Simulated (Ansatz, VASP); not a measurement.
**Al in VASP and in Ansatz**

INCAR

```
  ALGO = Fast
  EDIFF = 1E-7
  ENCUT = 520
  GGA = PS
  ISIF = 2
  ISMEAR = 0
  LASPH = True
  LCHARG = False
  LREAL = False
  LWAVE = False
  NBANDS = 8
  NELM = 100
  PREC = Accurate
  SIGMA = 0.15
```

Contents of KPOINTS:

```
k-points
0
Gamma
  20 20 20
```

The input POSCAR:

```
Al
1.0
    0.0000000000      2.0644596000      2.0239800000
    2.0239800000      0.0000000000      2.0239800000
    2.0239800000      2.0644596000      0.0000000000
Al
1
Direct
    0.0000000000      0.0000000000      0.0000000000
```

Input for Ansatz:

```yaml
crystal:
  lattice:
    - [0.0, 2.0644596, 2.02398]
    - [2.02398, 0.0, 2.02398]
    - [2.02398, 2.0644596, 0.0]
  atoms:
    - { symbol: Al, position: [0.0, 0.0, 0.0] }
basis:
  ecutwfc: 420
kpoints:
  mp_grid: { grid: [20, 20, 20] }
hamiltonian:
  xc: pbesol
scf:
  occupations: { method: gaussian, width: 0.15 }
output:
  forces: true
  stress: true
  eigenvalues: true
  write_density: true
  write_potential: true
  elf: true
  volumetric_format: npy
```

Change from the starting cell: strain +0.0200 x Voigt [0, 1, 0, 0, 0, 0], atoms carried along.

Alike in both runs: task single point; functional PBEsol; k mesh 20 × 20 × 20; occupations gaussian, width 0.15 eV; no spin polarisation.

|  | VASP | Ansatz |
| --- | --- | --- |
| version | VASP 6.6.1 | Ansatz 0.2.0 |
| potentials or method | VASP PAW PBE potentials, release 64 (Al), cutoff 520 eV | scalar-relativistic, plane waves, PAW |
| valence electrons in the cell | 3 | 3 |

Ansatz gave:

| Item | Value |
| --- | --- |
| gap on the k mesh at the Fermi level (eV) | none |
| pressure (GPa) | -3.3 |
| traceless stress, the component that is largest in VASP (GPa) | -0.56 |

**Question.** What did VASP give for the same quantities?

**Answer.** gap on the k mesh at the Fermi level (eV): none; pressure (GPa): -3.2; traceless stress, the component that is largest in VASP (GPa): -0.55.

VASP's potentials were made for PBE, not for PBEsol. A gap of «none» marks a metal or a gap that the smearing closes. With one functional, cell and mesh, what is left measures potentials, basis and numerics.
